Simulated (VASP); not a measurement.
MgTl2Se2, 5 atoms in the cell. It takes space group I4/mmm (No. 139, tetragonal). The conventional cell has a = 5.598 Å, b = 5.598 Å, c = 8.721 Å, α = 90.00°, β = 90.00°, γ = 90.00°. Within 3.9 Å of Mg (site symmetry 4/mmm) lie 2 Tl at 2.94 Å and 8 Se at 3.55 Å. Within 3.7 Å of Tl (site symmetry 4mm) lie 1 Tl at 2.84 Å and 4 Se at 2.90 Å and 1 Mg at 2.94 Å. Within 3.8 Å of Se (site symmetry -4m2) lie 4 Tl at 2.90 Å and 4 Mg at 3.55 Å. 

| Property | Result |
| --- | --- |
| Program | VASP 6.6.1 |
| Task | single point |
| Functional | PBEsol |
| Potentials or basis | VASP PAW PBE potentials, release 64 (Mg, Tl_d, Se) |
| Cutoff | 520 eV |
| k mesh | 6 × 6 × 6 |
| Occupations | fermi-dirac, width 0.03 eV |
| Spin | no spin polarisation |
| Dipole correction | no |
| Further INCAR settings | ALGO = Normal; EDIFF = 1e-07; NBANDS = 28 |

Potentials or basis: VASP PAW PBE potentials, release 64 (Mg, Tl_d, Se).

Run with:

```bash
$ cat potpaw_PBE.64/Mg/POTCAR potpaw_PBE.64/Tl_d/POTCAR potpaw_PBE.64/Se/POTCAR > POTCAR
$ mpirun -np 1 vasp_std > vasp.out
```

Hardware: 1 thread of Intel Xeon 8259CL, on a shared host.

Estimate the wall time of this run.

Run time: 3.5 min on 1 thread of Intel Xeon 8259CL, on a shared host, peak memory 0.39 GiB. Counts: scf iterations 13, k points 30.
